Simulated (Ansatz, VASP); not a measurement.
**Two plane-wave programs on Te2Mo**

```xyz
3
Lattice="3.4338 0.0000 0.0000 -1.7169 2.9738 0.0000 0.0000 0.0000 33.2702" Properties=species:S:1:pos:R:3 pbc="T T T"
Te    0.0000    1.9825   14.7909
Te    0.0000    1.9825   18.4793
Mo    1.7169    0.9913   16.6351
```

Change from the starting cell: biaxial strain -0.020, atoms relaxed.

Alike in both runs: functional PBE; dispersion D3(BJ); k mesh 12 × 12 × 1; occupations gaussian, width 0.02 eV; no spin polarisation.

Ansatz relaxed the structure, and its values are those at the end. VASP's run is a single point on that final structure, the one shown.

|  | VASP | Ansatz |
| --- | --- | --- |
| version | VASP 6.6.1 | Ansatz 0.2.0 |
| potentials or method | VASP PAW PBE potentials, release 64 (Te, Mo_sv), cutoff 520 eV | scalar-relativistic, plane waves, PAW |
| valence electrons in the cell | 26 | 46 |

Ansatz gave:

```
gap on the k mesh at the Fermi level (eV) : 1.19
least direct gap on the mesh (eV)         : 1.37
rms of the force components (eV/Å)        : 0.001
```

Q: What did VASP give for the same quantities?

A: gap on the k mesh at the Fermi level (eV): 1.19; least direct gap on the mesh (eV): 1.37; rms of the force components (eV/Å): 0.007.

VASP's potentials hold 26 valence electrons a cell and Ansatz's 46, so a difference there can come from the potentials and not from the codes. Ansatz's warnings: stress scf threshold loose, xc potential rough in thin density.

Spin-orbit coupling is off throughout.
